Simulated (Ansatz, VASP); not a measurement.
One calculation of Sc, two programs

```
Sc
1.0
     1.65228    0.95395    7.79658
    -1.65228    0.95395    7.79658
     0.00000   -1.90789    7.79658
Sc
3
Direct
  0.00000 0.00000 0.00000
  0.22162 0.22162 0.22162
  0.77838 0.77838 0.77838
```

Alike in both runs: functional PBE; k mesh 6 × 6 × 6; occupations gaussian, width 0.1 eV; no spin polarisation.

Ansatz relaxed the structure, and its values are those at the end. VASP's run is a single point on that final structure, the one shown.

|  | VASP | Ansatz |
| --- | --- | --- |
| version | VASP 6.6.1 | Ansatz 0.2.0 |
| potentials or method | VASP PAW PBE potentials, release 64 (Sc_sv), cutoff 520 eV | scalar-relativistic, plane waves, PAW |
| valence electrons in the cell | 33 | 33 |

Ansatz gave:

```
gap on the k mesh at the Fermi level (eV) : none
pressure (GPa)                            : 0.0
```

Question: Estimate VASP's values.

Answer: gap on the k mesh at the Fermi level (eV): none; pressure (GPa): 0.1.

A gap of «none» marks a metal or a gap that the smearing closes. With one functional, cell and mesh, what is left measures potentials, basis and numerics.

The k mesh is coarse, so the values compare programs but aren't converged.
